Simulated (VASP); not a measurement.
# RuS (P-6m2) in VASP: single point with LDA+U

Aim: the single point of RuS with LDA+U.

All numbers are computed with VASP 6.6.1; they aren't measurements. Logs are shortened: lines on timing, memory, paths and dates and some standing lists are left out, and cuts for length are marked.

**1. The cell of the first run**

Symmetry: P-6m2, No. 187, hexagonal system. Conventional cell: a = 3.369 Å, b = 3.369 Å, c = 3.288 Å, α = 90.00°, β = 90.00°, γ = 120.00°. Within 3.4 Å of Ru (site symmetry -6m2) lie 6 S at 2.55 Å and 8 Ru at 3.29 to 3.37 Å. Within 3.4 Å of S (site symmetry -6m2) lie 6 Ru at 2.55 Å and 8 S at 3.29 to 3.37 Å.

**2. Single point, LDA+U, collinear spin, ferromagnetic start**

The input, INCAR:

```
ALGO = Normal
EDIFF = 1E-7
ENCUT = 520
ISIF = 2
ISMEAR = 0
ISPIN = 2
LASPH = T
LCHARG = F
LDAU = T
LDAUJ = 0 0
LDAUL = 2 -1
LDAUPRINT = 1
LDAUTYPE = 2
LDAUU = 4 0
LMAXMIX = 4
LORBIT = 11
LREAL = F
LWAVE = F
MAGMOM = 1.79 1.79 0.09 0.09
NBANDS = 32
NELM = 150
PREC = Accurate
SIGMA = 0.05
```

The input, KPOINTS:

```
k-points
0
Gamma
  6 6 3
```

The input, POSCAR:

```
RuS
1.0
    3.3689683200      0.0000000000      0.0000000000
   -1.6844841600      2.9176121500      0.0000000000
    0.0000000000      0.0000000000      6.5758923400
Ru S
2 2
Direct
    0.0000000000      0.0000000000      0.0000000000
    0.0000000000      0.0000000000      0.5000000000
    0.6666666667      0.3333333333      0.2500000000
    0.6666666667      0.3333333333      0.7500000000
```

Potentials or basis: VASP PAW LDA potentials, release 64 (Ru_pv, S).

On the command line:

```
cat potpaw_LDA.64/Ru_pv/POTCAR potpaw_LDA.64/S/POTCAR > POTCAR
mpirun -np 1 vasp_std > vasp.out
```

OUTCAR:

```text
EDIFF = 1E-7
   ENCUT = 520
   ISIF = 2
   ISMEAR = 0
   ISPIN = 2
   LASPH = T
   LORBIT = 11
   LREAL = F
   NELM = 150
   PREC = Accurate

 ion  position               nearest neighbor table
   1  0.000  0.000  0.000-   3 2.55   4 2.55   3 2.55   4 2.55   3 2.55   4 2.55   2 3.29   2 3.29

   2  0.000  0.000  0.500-   3 2.55   4 2.55   3 2.55   4 2.55   3 2.55   4 2.55   1 3.29   1 3.29

   3  0.667  0.333  0.250-   1 2.55   2 2.55   1 2.55   2 2.55   1 2.55   2 2.55
   4  0.667  0.333  0.750-   1 2.55   2 2.55   1 2.55   2 2.55   1 2.55   2 2.55

  LATTYP: Found a hexagonal cell.
 ALAT       =     3.3689683200
 C/A-ratio  =     1.9519009131

  Lattice vectors:

 A1 = (   3.3689683200,   0.0000000000,   0.0000000000)
 A2 = (  -1.6844841600,   2.9176121500,   0.0000000000)
 A3 = (   0.0000000000,   0.0000000000,   6.5758923400)

Analysis of symmetry for initial positions (statically):
=====================================================================
 Subroutine PRICEL returns following result:

  LATTYP: Found a hexagonal cell.
 ALAT       =     3.3689683200
 C/A-ratio  =     0.9759504565
[... 12 lines left out ...]
 Subroutine GETGRP returns: Found 12 space group operations
 (whereof 12 operations were pure point group operations)
 out of a pool of 24 trial point group operations.

The static configuration has the point symmetry D_3h.

Analysis of symmetry for dynamics (positions and initial velocities):
=====================================================================
 Subroutine PRICEL returns following result:

  LATTYP: Found a hexagonal cell.
 ALAT       =     3.3689683200
 C/A-ratio  =     0.9759504565
[... 12 lines left out ...]
 Subroutine GETGRP returns: Found 12 space group operations
 (whereof 12 operations were pure point group operations)
 out of a pool of 24 trial point group operations.

The dynamic configuration has the point symmetry D_3h.

Analysis of structural, dynamic, and magnetic symmetry:
=====================================================================
 Subroutine PRICEL returns following result:

  LATTYP: Found a hexagonal cell.
 ALAT       =     3.3689683200
 C/A-ratio  =     0.9759504565
[... 12 lines left out ...]
 Subroutine GETGRP returns: Found 12 space group operations
 (whereof 12 operations were pure point group operations)
 out of a pool of 24 trial point group operations.

The overall configuration has the point symmetry D_3h.

 Subroutine INISYM returns: Found 12 space group operations
 (whereof 12 operations are pure point group operations),
 and found     2 'primitive' translations

----------------------------------------------------------------------------------------

                                     Primitive cell

  volume of cell :      32.3184

  direct lattice vectors                    reciprocal lattice vectors
     3.368968320  0.000000000  0.000000000     0.296826775  0.171373018  0.000000000
    -1.684484160  2.917612150  0.000000000     0.000000000  0.342746036  0.000000000
[... 137 lines left out ...]
 occupancies and eigenvectors

  o =  0.2350  v =  0.0000  0.0000  0.0000  0.0000  0.0000  0.0000 -0.0000  1.0000  0.0000 -0.0000      0.0000  0.0000  0.0000  0.0000  0.0000  0.0000  0.0000  0.0000  0.0000  0.0000
  o =  0.3871  v =  0.0000  0.0000  0.0000  0.0000  0.0000  0.0000 -0.0000  0.0000 -1.0000  0.0000      0.0000  0.0000  0.0000  0.0000  0.0000  0.0000  0.0000  0.0000  0.0000  0.0000
  o =  0.3871  v =  0.0000  0.0000  0.0000  0.0000  0.0000  0.0000  1.0000  0.0000 -0.0000  0.0000      0.0000  0.0000  0.0000  0.0000  0.0000  0.0000  0.0000  0.0000  0.0000  0.0000
  o =  0.5008  v =  0.0000  0.0000  0.0000  0.0000  0.0000  0.0000  0.0000 -0.0000 -0.0000 -1.0000      0.0000  0.0000  0.0000  0.0000  0.0000  0.0000  0.0000  0.0000  0.0000  0.0000
  o =  0.5008  v =  0.0000  0.0000  0.0000  0.0000  0.0000  1.0000  0.0000  0.0000  0.0000  0.0000      0.0000  0.0000  0.0000  0.0000  0.0000  0.0000  0.0000  0.0000  0.0000  0.0000
  o =  0.7491  v =  0.0000  0.0000 -0.0000 -1.0000  0.0000  0.0000  0.0000  0.0000  0.0000  0.0000      0.0000  0.0000  0.0000  0.0000  0.0000  0.0000  0.0000  0.0000  0.0000  0.0000
  o =  0.7491  v =  0.0000 -1.0000  0.0000 -0.0000 -0.0000  0.0000  0.0000  0.0000  0.0000  0.0000      0.0000  0.0000  0.0000  0.0000  0.0000  0.0000  0.0000  0.0000  0.0000  0.0000
  o =  0.8378  v =  0.0000  0.0000  0.0000 -0.0000 -1.0000  0.0000  0.0000  0.0000  0.0000  0.0000      0.0000  0.0000  0.0000  0.0000  0.0000  0.0000  0.0000  0.0000  0.0000  0.0000
  o =  0.8378  v =  1.0000  0.0000  0.0000  0.0000  0.0000  0.0000  0.0000  0.0000  0.0000  0.0000      0.0000  0.0000  0.0000  0.0000  0.0000  0.0000  0.0000  0.0000  0.0000  0.0000
  o =  0.8880  v =  0.0000  0.0000  1.0000 -0.0000  0.0000  0.0000  0.0000  0.0000  0.0000  0.0000      0.0000  0.0000  0.0000  0.0000  0.0000  0.0000  0.0000  0.0000  0.0000  0.0000

atom =   2  type =  1  l = 2

 onsite density matrix

spin component  1

  0.8378 -0.0000  0.0000 -0.0000  0.0000
 -0.0000  0.7491 -0.0000 -0.0000 -0.0000
  0.0000 -0.0000  0.8880  0.0000  0.0000
 -0.0000 -0.0000  0.0000  0.7491  0.0000
  0.0000 -0.0000  0.0000  0.0000  0.8378

spin component  2

  0.5008  0.0000 -0.0000  0.0000  0.0000
  0.0000  0.3871 -0.0000 -0.0000 -0.0000
 -0.0000 -0.0000  0.2350 -0.0000  0.0000
  0.0000 -0.0000 -0.0000  0.3871 -0.0000
  0.0000 -0.0000  0.0000 -0.0000  0.5008

 occupancies and eigenvectors

  o =  0.2350  v =  0.0000  0.0000  0.0000  0.0000  0.0000  0.0000 -0.0000  1.0000 -0.0000 -0.0000      0.0000  0.0000  0.0000  0.0000  0.0000  0.0000  0.0000  0.0000  0.0000  0.0000
  o =  0.3871  v =  0.0000  0.0000  0.0000  0.0000  0.0000  0.0000 -0.0000 -0.0000 -1.0000 -0.0000      0.0000  0.0000  0.0000  0.0000  0.0000  0.0000  0.0000  0.0000  0.0000  0.0000
  o =  0.3871  v =  0.0000  0.0000  0.0000  0.0000  0.0000  0.0000 -1.0000 -0.0000  0.0000 -0.0000      0.0000  0.0000  0.0000  0.0000  0.0000  0.0000  0.0000  0.0000  0.0000  0.0000
  o =  0.5008  v =  0.0000  0.0000  0.0000  0.0000  0.0000  1.0000  0.0000  0.0000  0.0000  0.0000      0.0000  0.0000  0.0000  0.0000  0.0000  0.0000  0.0000  0.0000  0.0000  0.0000
  o =  0.5008  v =  0.0000  0.0000  0.0000  0.0000  0.0000  0.0000 -0.0000  0.0000 -0.0000  1.0000      0.0000  0.0000  0.0000  0.0000  0.0000  0.0000  0.0000  0.0000  0.0000  0.0000
  o =  0.7491  v =  0.0000  0.0000  0.0000  1.0000 -0.0000  0.0000  0.0000  0.0000  0.0000  0.0000      0.0000  0.0000  0.0000  0.0000  0.0000  0.0000  0.0000  0.0000  0.0000  0.0000
  o =  0.7491  v =  0.0000  1.0000  0.0000 -0.0000 -0.0000  0.0000  0.0000  0.0000  0.0000  0.0000      0.0000  0.0000  0.0000  0.0000  0.0000  0.0000  0.0000  0.0000  0.0000  0.0000
  o =  0.8378  v =  1.0000  0.0000  0.0000  0.0000  0.0000  0.0000  0.0000  0.0000  0.0000  0.0000      0.0000  0.0000  0.0000  0.0000  0.0000  0.0000  0.0000  0.0000  0.0000  0.0000
  o =  0.8378  v =  0.0000  0.0000 -0.0000  0.0000  1.0000  0.0000  0.0000  0.0000  0.0000  0.0000      0.0000  0.0000  0.0000  0.0000  0.0000  0.0000  0.0000  0.0000  0.0000  0.0000
  o =  0.8880  v =  0.0000  0.0000 -1.0000  0.0000 -0.0000  0.0000  0.0000  0.0000  0.0000  0.0000      0.0000  0.0000  0.0000  0.0000  0.0000  0.0000  0.0000  0.0000  0.0000  0.0000

 number of electron      39.9999999 magnetization       4.4939283

 Free energy of the ion-electron system (eV)
  ---------------------------------------------------
  ext. energy  EPLUGINS =         0.00000000
  ---------------------------------------------------
  free energy    TOTEN  =       -20.87508901 eV

  energy without entropy =      -20.87375629  energy(sigma->0) =      -20.87442265

 E-fermi :   9.1887     XC(G=0): -12.1303

 val. band max:        9.1330845297   @ k =   0.0000   0.0000   0.0000
 cond. band min:       9.2188439325   @ k =   0.3333   0.3333   0.3333
 fundamental gap:      0.0857594028
 Fermi energy:         9.1886727059

 spin component 1

 k-point     1 :       0.0000    0.0000    0.0000
  band No.  band energies     occupation
      1     -34.5457      1.00000
      2     -34.4681      1.00000
      3     -33.8837      1.00000
      4     -33.8837      1.00000
      5     -33.8769      1.00000
      6     -33.8769      1.00000
[... 479 lines left out ...]
     31      18.4842      0.00000
     32      18.8517      0.00000
 Fermi energy:         9.1886727059

 spin component 2

 k-point     1 :       0.0000    0.0000    0.0000
  band No.  band energies     occupation
      1     -32.9745      1.00000
      2     -32.8916      1.00000
      3     -32.5429      1.00000
      4     -32.5429      1.00000
      5     -32.5356      1.00000
      6     -32.5356      1.00000
[... 479 lines left out ...]
     31      18.9770      0.00000
     32      19.5033      0.00000

------------------------ aborting loop because EDIFF is reached ----------------------------------------

  FORCE on cell =-STRESS in cart. coord.  units (eV):
  Direction    XX          YY          ZZ          XY          YZ          ZX
  --------------------------------------------------------------------------------------
  -------------------------------------------------------------------------------------
  Total       -5.5492475     -5.5492475     -6.6290921      0.0000000      0.0000000      0.0000000
  in kB     -137.5515527   -137.5515527   -164.3181193      0.0000000      0.0000000      0.0000000
  external PRESSURE =    -146.4737415 kB  Pullay stress =       0.0000000 kB

 VOLUME and BASIS-vectors are now :
 -----------------------------------------------------------------------------
  energy-cutoff  :      520.00
  volume of cell :       64.64
      direct lattice vectors                 reciprocal lattice vectors
     3.368968320  0.000000000  0.000000000     0.296826775  0.171373018  0.000000000
    -1.684484160  2.917612150  0.000000000     0.000000000  0.342746036  0.000000000
     0.000000000  0.000000000  6.575892340     0.000000000  0.000000000  0.152070616

 POSITION                                       TOTAL-FORCE (eV/Angst)
 -----------------------------------------------------------------------------------
      0.00000      0.00000      0.00000         0.000000      0.000000     -0.000000
      0.00000      0.00000      3.28795         0.000000      0.000000      0.000000
      1.68448      0.97254      1.64397        -0.000000     -0.000000      0.000000
      1.68448      0.97254      4.93192        -0.000000     -0.000000      0.000000
 -----------------------------------------------------------------------------------
    total drift:                               -0.000000     -0.000000      0.000000

  FREE ENERGIE OF THE ION-ELECTRON SYSTEM (eV)
  ---------------------------------------------------
  free  energy   TOTEN  =       -20.8750890122 eV

  energy  without entropy=      -20.8737562904  energy(sigma->0) =      -20.87442265

 total charge

# of ion       s       p       d       tot
------------------------------------------
    1        0.244   6.169   6.025  12.438
    2        0.244   6.169   6.025  12.438
    3        1.351   2.246   0.000   3.598
    4        1.351   2.246   0.000   3.598
--------------------------------------------------
tot          3.191  16.831  12.050  32.072

 magnetization (x)

# of ion       s       p       d       tot
------------------------------------------
    1        0.025   0.015   2.044   2.085
    2        0.025   0.015   2.044   2.085
    3        0.047   0.056   0.000   0.103
    4        0.047   0.056   0.000   0.103
--------------------------------------------------
tot          0.143   0.143   4.089   4.375
```

It took 59 s on 1 thread of Intel Xeon Platinum 8259CL at 2.50GHz (Skylake/Cascade Lake), shared host; peak memory 0.2 GiB.

What came out:

- Free energy: -20.8751 eV
- Pressure: -14.6 GPa
- Net moment: 4.49 μB per cell
- Site moments: Ru +2.08; S +0.10 μB
- Valence electrons inside the program's atomic spheres: Ru 12.44; S 3.60

Levels at points of the mesh, in eV from the Fermi level:
Spin up:
| k point | band 18 | band 19 | band 20 | band 21 | band 22 | band 23 | band 24 | band 25 | band 26 | band 27 |
| --- | --- | --- | --- | --- | --- | --- | --- | --- | --- | --- |
| (0.00, 0.00, 0.00) | -2.85 | -2.85 | -2.78 | -0.06 | -0.06 | 0.28 | 0.28 | 2.24 | 5.60 | 6.92 |
| (0.50, 0.00, 0.00) | -2.31 | -2.29 | -1.95 | -1.81 | -0.94 | 1.01 | 1.63 | 2.21 | 4.14 | 5.28 |
Spin down:
```
           k point  band 15  band 16  band 17  band 18  band 19  band 20  band 21  band 22
(0.00, 0.00, 0.00)    -2.69    -1.68    -1.68    -0.28    -0.28     0.89     0.98     0.98
(0.50, 0.00, 0.00)    -2.72    -1.32    -0.68     0.19     0.39     0.94     1.12     1.34
```

Eigenvalues of the final occupation matrices:
| site | spin | trace | eigenvalues |
| --- | --- | --- | --- |
| site 1 d | 1 | 4.06 | 0.75 0.75 0.84 0.84 0.89 |
| site 1 d | 2 | 2.01 | 0.23 0.39 0.39 0.50 0.50 |
| site 2 d | 1 | 4.06 | 0.75 0.75 0.84 0.84 0.89 |
| site 2 d | 2 | 2.01 | 0.23 0.39 0.39 0.50 0.50 |
